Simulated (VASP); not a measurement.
Zr2PdS3, 6 atoms in the cell. Symmetry: P6/mmm, No. 191, hexagonal system. Conventional cell: a = 6.444 Å, b = 6.444 Å, c = 3.486 Å, α = 90.00°, β = 90.00°, γ = 120.00°. Within 3.5 Å of Zr (site symmetry -6m2) lie 6 S at 2.55 Å and 2 Zr at 3.49 Å. Within 4.6 Å of Pd (site symmetry 6/mmm) lie 2 Pd at 3.49 Å and 12 S at 3.66 Å and 6 Zr at 3.72 Å. S (site symmetry mmm) has 4 Zr at 2.55 Å and 6 S at 3.22 to 3.49 Å within 3.5 Å. The cell was built from a structure type or drawn by symmetry, and may not be a known phase.

| Item | Value |
| --- | --- |
| Program | VASP 6.6.1 |
| Task | relaxation of cell and atoms |
| Functional | PBE |
| Potentials or basis | VASP PAW PBE potentials, release 64 (Zr_sv, Pd, S) |
| Cutoff | 600 eV |
| k mesh | 3 × 3 × 6 |
| Occupations | gaussian, width 0.1 eV |
| Spin | no spin polarisation |
| Dipole correction | no |
| Further INCAR settings | ALGO = Normal; EDIFF = 1e-07; IBRION = 2; EDIFFG = -0.04; NSW = 90; ISIF = 3 |

Potentials or basis: VASP PAW PBE potentials, release 64 (Zr_sv, Pd, S).

Run with:

```sh
$ cat potpaw_PBE.64/Zr_sv/POTCAR potpaw_PBE.64/Pd/POTCAR potpaw_PBE.64/S/POTCAR > POTCAR
$ mpirun -np 1 vasp_std > vasp.out
```

Hardware: 1 thread of Intel Xeon 8259CL (shared host).

Task: How long does it take, and how much memory?

Result: Wall time 2.2 min on 1 thread of Intel Xeon 8259CL, with other jobs on the host, peak memory 0.3 GiB. Counts: scf iterations 18, k points 12, ion steps 1.
